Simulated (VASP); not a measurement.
# Ni (Fm-3m) in VASP: further runs

The runs below take Ni through single point, with LDA.

Everything below comes from runs of VASP 6.6.1. Logs are shortened: lines on timing, memory, paths and dates and some standing lists are left out, and cuts for length are marked.

## (1) The cell of the first run

The structure is cubic, space group Fm-3m (No. 225). The conventional cell has a = 3.424 Å, b = 3.424 Å, c = 3.424 Å, α = 90.00°, β = 90.00°, γ = 90.00°. Within 3.2 Å of Ni (site symmetry m-3m) lie 12 Ni at 2.42 Å.

## (2) Single point, LDA, collinear spin, ferromagnetic start

INCAR

```
PREC = Accurate
ENCUT = 520
EDIFF = 1E-7
ISMEAR = 0
SIGMA = 0.15
LREAL = False
LASPH = True
NELM = 150
ALGO = Normal
ISIF = 2
LWAVE = False
LCHARG = False
ISPIN = 2
MAGMOM = 0.625
LORBIT = 11
NUPDOWN = 0.625
LMAXMIX = 4
NBANDS = 15
```

KPOINTS

```
regular mesh
0
Gamma
  24 24 24
```

POSCAR

```
Ni
1.0
    0.0000000000      1.7121260312      1.7121260312
    1.7121260312      0.0000000000      1.7121260312
    1.7121260312      1.7121260312      0.0000000000
Ni
1
Direct
    0.0000000000      0.0000000000      0.0000000000
```

Potentials or basis: VASP PAW LDA potentials, release 64 (Ni).

Run with:

```sh
> cat potpaw_LDA.64/Ni/POTCAR > POTCAR
> mpirun -np 1 vasp_std > vasp.out
```

OUTCAR:

```text
PREC = Accurate
   ENCUT = 520
   EDIFF = 1E-7
   ISMEAR = 0
   LREAL = False
   LASPH = True
   NELM = 150
   ISIF = 2
   ISPIN = 2
   LORBIT = 11
   NUPDOWN = 0.625

 ion  position               nearest neighbor table
   1  0.000  0.000  0.000-

  LATTYP: Found a face centered cubic cell.
 ALAT       =     3.4242520624

  Lattice vectors:

 A1 = (   0.0000000000,   1.7121260312,   1.7121260312)
 A2 = (   1.7121260312,   0.0000000000,   1.7121260312)
 A3 = (   1.7121260312,   1.7121260312,   0.0000000000)

Analysis of symmetry for initial positions (statically):
=====================================================================
 Subroutine PRICEL returns:
 Original cell was already a primitive cell.

 Routine SETGRP: Setting up the symmetry group for a
 face centered cubic supercell.

 Subroutine GETGRP returns: Found 48 space group operations
 (whereof 48 operations were pure point group operations)
 out of a pool of 48 trial point group operations.

The static configuration has the point symmetry O_h .

Analysis of symmetry for dynamics (positions and initial velocities):
=====================================================================
 Subroutine PRICEL returns:
 Original cell was already a primitive cell.

 Routine SETGRP: Setting up the symmetry group for a
 face centered cubic supercell.

 Subroutine GETGRP returns: Found 48 space group operations
 (whereof 48 operations were pure point group operations)
 out of a pool of 48 trial point group operations.

The dynamic configuration has the point symmetry O_h .

Analysis of structural, dynamic, and magnetic symmetry:
=====================================================================
 Subroutine PRICEL returns:
 Original cell was already a primitive cell.

 Routine SETGRP: Setting up the symmetry group for a
 face centered cubic supercell.

 Subroutine GETGRP returns: Found 48 space group operations
 (whereof 48 operations were pure point group operations)
 out of a pool of 48 trial point group operations.

The overall configuration has the point symmetry O_h .

 Subroutine INISYM returns: Found 48 space group operations
 (whereof 48 operations are pure point group operations),
 and found     1 'primitive' translations

----------------------------------------------------------------------------------------

                                     Primitive cell

  volume of cell :      10.0378

  direct lattice vectors                    reciprocal lattice vectors
     0.000000000  1.712126031  1.712126031    -0.292034576  0.292034576  0.292034576
     1.712126031  0.000000000  1.712126031     0.292034576 -0.292034576  0.292034576
     1.712126031  1.712126031  0.000000000     0.292034576  0.292034576 -0.292034576

  length of vectors
     2.421311854  2.421311854  2.421311854     0.505818724  0.505818724  0.505818724

  position of ions in fractional coordinates (direct lattice)
     0.000000000  0.000000000  0.000000000

  ion indices of the primitive-cell ions
   primitive index   ion index
                 1           1

----------------------------------------------------------------------------------------

 KPOINTS: regular mesh

Automatic generation of k-mesh.
 Grid dimensions read from file:
 generate k-points for:   24   24   24

 Generating k-lattice:

  Cartesian coordinates                     Fractional coordinates (reciprocal lattice)
    -0.012168107  0.012168107  0.012168107     0.041666667  0.000000000  0.000000000
     0.012168107 -0.012168107  0.012168107     0.000000000  0.041666667  0.000000000
     0.012168107  0.012168107 -0.012168107     0.000000000  0.000000000  0.041666667

  Length of vectors
     0.021075780  0.021075780  0.021075780

  Shift w.r.t. Gamma in fractional coordinates (k-lattice)
     0.000000000  0.000000000  0.000000000

 Subroutine IBZKPT returns following result:
 ===========================================

 Found    413 irreducible k-points:

 Following reciprocal coordinates:
            Coordinates               Weight
  0.000000  0.000000  0.000000      1.000000
  0.041667  0.000000  0.000000      8.000000
  0.083333  0.000000  0.000000      8.000000
  0.125000  0.000000  0.000000      8.000000
  0.166667  0.000000  0.000000      8.000000
  0.208333  0.000000  0.000000      8.000000
[... 16 lines left out ...]
  0.416667  0.041667  0.000000     24.000000
  0.458333  0.041667  0.000000     24.000000
 [... further k-points ...]
   k-points           NKPTS =    413   k-points in BZ     NKDIM =    413   number of bands    NBANDS=     15
   number of dos      NEDOS =    301   number of ions     NIONS =      1
   total plane-waves  NPLWV =   5832
   dimension x,y,z NGX =    18 NGY =   18 NGZ =   18
   dimension x,y,z NGXF=    36 NGYF=   36 NGZF=   36
   ions per type =               1
   NGX,Y,Z   is equivalent  to a cutoff of  12.36, 12.36, 12.36 a.u.
   NGXF,Y,Z  is equivalent  to a cutoff of  24.72, 24.72, 24.72 a.u.
 SYSTEM =  unknown system
   PREC   = accura    normal or accurate (medium, high low for compatibility)
   ISTART =      0    job   : 0-new  1-cont  2-samecut
   ICHARG =      2    charge: 1-file 2-atom 10-const
   ISPIN  =      2    spin polarized calculation?
   LNONCOLLINEAR =      F non collinear calculations
   LSORBIT =      F    spin-orbit coupling
   LASPH  =      T    aspherical Exc in radial PAW
   ENCUT  =  520.0 eV  38.22 Ry    6.18 a.u.   4.50  4.50  4.50*2*pi/ulx,y,z
   NELM   =    150;   NELMIN=  2; NELMDL= -5     # of ELM steps
   EDIFF  = 0.1E-06   stopping-criterion for ELM
   LREAL  =      F    real-space projection
   EDIFFG = 0.1E-05   stopping-criterion for IOM
   NSW    =      0    number of steps for IOM
   IBRION =     -1    ionic relax: 0-MD 1-quasi-New 2-CG
   NFREE  =      0    steps in history (QN), initial steepest desc. (CG)
   ISIF   =      2    stress and relaxation
   ISYM   =      2    0-nonsym 1-usesym 2-fastsym
   POTIM  = 0.5000    time-step for ionic-motion
   TEBEG  =    0.0;   TEEND  =   0.0 temperature during run
   PSTRESS=    0.0 pullay stress
   NELECT =      10.0000    total number of electrons
   NUPDOWN=       0.6250    fix difference up-down
   EMIN   =  10.00;   EMAX   =-10.00  energy-range for DOS
   EFERMI =   0.00;   METHOD = LEGACY
   ISMEAR =     0;   SIGMA  =   0.15  broadening in eV -4-tet -1-fermi 0-gaus
   EFERMI_NEDOS =   21; number of points for ismear=-14 and -15
   IALGO  =     38    algorithm
   IMIX   =      4    mixing-type and parameters
     AMIX     =   0.40;   BMIX     =  1.00
     AMIX_MAG =   1.60;   BMIX_MAG =  1.00
  volume/ion in A,a.u.               =      10.04        67.74
  Fermi-wavevector in a.u.,A,eV,Ry     =   1.635043  3.089783 36.373335  2.673365
  Thomas-Fermi vector in A             =   2.726581
   LORBIT       =     11    0 simple, 1 ext, 2 COOP (PROOUT), +10 PAW based schemes
   GGA     = CA    functional components
   LHFCALC =     F    Hartree Fock is set to
   AEXX    =    0.0000 exact exchange contribution
   IVDW    =     0    specifies the selected vdW correction
   LEPSILON=     F    determine dielectric tensor
   LRPA    =     F    only Hartree local field effects (RPA)
 spin polarized calculation
 Gauss-broadening in eV      SIGMA  =   0.15
  energy-cutoff  :      520.00
  volume of cell :       10.04
 maximum number of plane-waves:       290
 NGX is ok and might be reduce to    18
   NGX =  9   NGY =  9   NGZ =  9

 number of electron      10.0000000 magnetization       0.6250000

 number of electron       9.9999991 magnetization       0.6249999

 Free energy of the ion-electron system (eV)
  ---------------------------------------------------
  ext. energy  EPLUGINS =         0.00000000
  ---------------------------------------------------
  free energy    TOTEN  =        -6.58680838 eV

  energy without entropy =       -6.56768365  energy(sigma->0) =       -6.57724602

 E-fermi :  10.2153     XC(G=0): -14.0975

 val. band max:       10.3290983489   @ k =   0.4167   0.3333   0.0833
 cond. band min:      10.2159172078   @ k =   0.5000   0.1667   0.0833
 fundamental gap:     -0.1131811411
 Fermi energy:        10.3394530071

 spin component 1

 k-point     1 :       0.0000    0.0000    0.0000
  band No.  band energies     occupation
      1       0.6636      1.00000
      2       7.6415      1.00000
      3       7.6415      1.00000
      4       7.6415      1.00000
      5       8.9329      1.00000
      6       8.9329      1.00000
      7      34.6752      0.00000
      8      39.0732      0.00000
      9      39.0732      0.00000
     10      39.0732      0.00000
     11      42.3336      0.00000
     12      42.3336      0.00000
     13      42.3336      0.00000
     14      45.3042      0.00000
     15      52.2405      0.00000

 k-point     2 :       0.0417    0.0000    0.0000
  band No.  band energies     occupation
      1       0.7360      1.00000
      2       7.6209      1.00000
      3       7.6591      1.00000
      4       7.6591      1.00000
      5       8.9250      1.00000
      6       8.9250      1.00000
      7      34.5147      0.00000
      8      37.9942      0.00000
      9      38.9149      0.00000
     10      38.9149      0.00000
     11      42.5689      0.00000
     12      42.5689      0.00000
     13      43.0296      0.00000
     14      45.8650      0.00000
     15      51.4155      0.00000
[... 365 lines left out ...]
      3       7.7252      1.00000
      4       8.4125      1.00000
      5       9.6271      1.00000
      6       9.7502      1.00000
      7      18.6270      0.00000
      8      33.2048      0.00000
      9      35.1097      0.00000
     10      36.5661      0.00000
     11      39.7649      0.00000
     12      40.9098      0.00000
     13      45.9300      0.00000
     14      53.9700      0.00000
     15      55.7732      0.00000

 k-point    24 :       0.4583    0.0417    0.0000
  band No.  band energies     occupation
      1       4.9557      1.00000
      2       7.6146      1.00000
      3       7.6829      1.00000
      4       8.9093      1.00000
      5       9.6997      1.00000
      6      10.1023      0.98732
      7      17.3114      0.00000
      8      32.9916      0.00000
      9      35.2642      0.00000
     10      36.0200      0.00000
     11      39.7902      0.00000
     12      40.3356      0.00000
     13      46.2272      0.00000
     14      55.2088      0.00000
     15      56.7430      0.00000

 [... further k-points ...]

 spin component 2

 k-point     1 :       0.0000    0.0000    0.0000
  band No.  band energies     occupation
      1       0.7196      1.00000
      2       8.2743      1.00000
      3       8.2743      1.00000
      4       8.2743      1.00000
      5       9.5224      1.00000
      6       9.5224      1.00000
      7      34.6724      0.00000
      8      39.1315      0.00000
      9      39.1315      0.00000
     10      39.1315      0.00000
     11      42.5178      0.00000
     12      42.5178      0.00000
     13      42.5178      0.00000
     14      45.2947      0.00000
     15      52.4443      0.00000

 k-point     2 :       0.0417    0.0000    0.0000
  band No.  band energies     occupation
      1       0.7921      1.00000
      2       8.2518      1.00000
      3       8.2924      1.00000
      4       8.2924      1.00000
      5       9.5141      1.00000
      6       9.5141      1.00000
      7      34.5253      0.00000
      8      38.0682      0.00000
      9      38.9854      0.00000
     10      38.9854      0.00000
     11      42.7393      0.00000
     12      42.7393      0.00000
     13      43.1678      0.00000
     14      45.8742      0.00000
     15      51.6106      0.00000
[... 365 lines left out ...]
      3       8.3046      1.00000
      4       8.6954      1.00000
      5      10.2945      0.22772
      6      10.3489      0.10394
      7      18.9395      0.00000
      8      33.2127      0.00000
      9      35.2533      0.00000
     10      36.7067      0.00000
     11      39.8940      0.00000
     12      41.0388      0.00000
     13      46.1074      0.00000
     14      54.2986      0.00000
     15      56.8701      0.00000

 k-point    24 :       0.4583    0.0417    0.0000
  band No.  band energies     occupation
      1       5.3273      1.00000
      2       8.1801      1.00000
      3       8.2581      1.00000
      4       9.1919      1.00000
      5      10.3731      0.06847
      6      10.6064      0.00011
      7      17.6711      0.00000
      8      32.9972      0.00000
      9      35.4028      0.00000
     10      36.1551      0.00000
     11      39.9235      0.00000
     12      40.4715      0.00000
     13      46.4301      0.00000
     14      55.9362      0.00000
     15      57.5346      0.00000

 [... further k-points ...]

------------------------ aborting loop because EDIFF is reached ----------------------------------------

  FORCE on cell =-STRESS in cart. coord.  units (eV):
  Direction    XX          YY          ZZ          XY          YZ          ZX
  --------------------------------------------------------------------------------------
  -------------------------------------------------------------------------------------
  Total        0.0047066      0.0047066      0.0047066      0.0000000      0.0000000     -0.0000000
  in kB        0.7512405      0.7512405      0.7512405      0.0000000      0.0000000     -0.0000000
  external PRESSURE =       0.7512405 kB  Pullay stress =       0.0000000 kB

 VOLUME and BASIS-vectors are now :
 -----------------------------------------------------------------------------
  energy-cutoff  :      520.00
  volume of cell :       10.04
      direct lattice vectors                 reciprocal lattice vectors
     0.000000000  1.712126031  1.712126031    -0.292034576  0.292034576  0.292034576
     1.712126031  0.000000000  1.712126031     0.292034576 -0.292034576  0.292034576
     1.712126031  1.712126031  0.000000000     0.292034576  0.292034576 -0.292034576

 POSITION                                       TOTAL-FORCE (eV/Angst)
 -----------------------------------------------------------------------------------
      0.00000      0.00000      0.00000         0.000000      0.000000      0.000000
 -----------------------------------------------------------------------------------
    total drift:                                0.000000     -0.000000      0.000000

  FREE ENERGIE OF THE ION-ELECTRON SYSTEM (eV)
  ---------------------------------------------------
  free  energy   TOTEN  =        -6.5868083825 eV

  energy  without entropy=       -6.5676836483  energy(sigma->0) =       -6.57724602

 total charge

# of ion       s       p       d       tot
------------------------------------------
    1        0.536   0.573   8.364   9.474

 magnetization (x)

# of ion       s       p       d       tot
------------------------------------------
    1       -0.004  -0.017   0.644   0.624
```

It took 3.7 min on 1 thread of AMD EPYC 7R13, shared host; peak memory 0.17 GiB.

Results:

| Quantity | Value |
| --- | --- |
| Free energy | -6.5868 eV |
| Pressure | 0.1 GPa |
| Net moment | 0.62 μB per cell |
| Site moments | Ni +0.62 μB |
| Valence electrons inside the program's atomic spheres | Ni 9.47 |

Caveat: the total moment is fixed, so each spin has its own Fermi level.

## (3) Single point, LDA, collinear spin, ferromagnetic start (10.64 Å³/atom)

This run uses another cell than the first one, of 10.64 Å³/atom.

INCAR

```
SYSTEM = Ni
PREC = Accurate
ENCUT = 520
EDIFF = 1E-6
ISMEAR = 0
SIGMA = 0.15
LREAL = .False.
LASPH = .True.
NELM = 150
ALGO = Fast
ISIF = 2
LWAVE = .False.
LCHARG = .False.
ISPIN = 2
MAGMOM = 0.25
LORBIT = 11
NUPDOWN = 0.25
LMAXMIX = 4
GGA = CA
NBANDS = 15
```

KPOINTS

```
Automatic mesh
0
Gamma
  24 24 24
  0 0 0
```

POSCAR

```
Ni
1.0
    0.0000000000      1.7457037470      1.7457037470
    1.7457037470      0.0000000000      1.7457037470
    1.7457037470      1.7457037470      0.0000000000
Ni
1
Direct
    0.0000000000      0.0000000000      0.0000000000
```

Potentials or basis: VASP PAW LDA potentials, release 64 (Ni).

Run with:

```sh
> cat potpaw_LDA.64/Ni/POTCAR > POTCAR
> mpirun -np 1 vasp_std > vasp.out
```

It took 3.9 min on 1 thread of AMD EPYC 7R13, shared host; peak memory 0.17 GiB.

Results (log left out):

* Free energy: -6.5395 eV
* Pressure: -13.5 GPa
* Net moment: 0.25 μB per cell
* Site moments: Ni +0.25 μB
* Valence electrons inside the program's atomic spheres: Ni 9.36

Caveat: the cell stands under tension; the total moment is fixed, so each spin has its own Fermi level.

## (4) Single point, LDA, collinear spin, ferromagnetic start (10.64 Å³/atom)

This run uses another cell than the first one, of 10.64 Å³/atom.

INCAR

```
SYSTEM = Ni
PREC     = Accurate       ! precision mode
ENCUT    = 520            ! plane-wave cutoff, eV
EDIFF    = 1E-6           ! SCF threshold, eV
ISMEAR   = 0              ! smearing method
SIGMA    = 0.15           ! smearing width, eV
LREAL    = .FALSE.        ! projectors in reciprocal space
LASPH    = .TRUE.         ! aspherical terms in the spheres
NELM     = 150            ! most SCF steps
ALGO     = Fast           ! electronic algorithm
ISIF     = 2              ! what is computed and relaxed
LWAVE    = .FALSE.        ! write WAVECAR
LCHARG   = .FALSE.        ! write CHGCAR
ISPIN    = 2              ! spin polarisation
MAGMOM   = 0.75           ! initial moments
LORBIT   = 11             ! projections on sites
NUPDOWN  = 0.75           ! fixed moment
LMAXMIX  = 4              ! l up to which the mixer works
NBANDS   = 15             ! bands
```

KPOINTS

```
Automatic mesh
0
G
  24 24 24
  0 0 0
```

POSCAR is that of step 3.

Run with:

```sh
> cat potpaw_LDA.64/Ni/POTCAR > POTCAR
> mpirun -np 1 vasp_std > vasp.out
```

It took 4.2 min on 1 thread of AMD EPYC 7R13, shared host; peak memory 0.17 GiB.

It converged, with:

- Free energy: -6.5461 eV
- Pressure: -11.9 GPa
- Net moment: 0.75 μB per cell
- Site moments: Ni +0.75 μB
- Valence electrons inside the program's atomic spheres: Ni 9.36

Caveat: the cell stands under tension; the total moment is fixed, so each spin has its own Fermi level.

## (5) Summary

```csv
fixed moment (μB),cell,pressure (GPa),moment (μB)
0.625,"a = 2.421 Å, angles 60.0°, 1 atom",0.1,0.62
0.25,"a = 2.469 Å, angles 60.0°, 1 atom",-13.5,0.25
0.75,"a = 2.469 Å, angles 60.0°, 1 atom",-11.9,0.75
```

Alike in all rows: task single point; level LDA; potentials or basis VASP PAW LDA potentials, release 64 (Ni); spin collinear, ferromagnetic start; k mesh 24 × 24 × 24; cutoff (eV) 520; smearing gaussian 0.15 eV.

Caveats: the total moment is fixed, so each spin has its own Fermi level; the cell stands under tension (at least some runs).

Absolute energies hang on the potentials; compare differences alone.
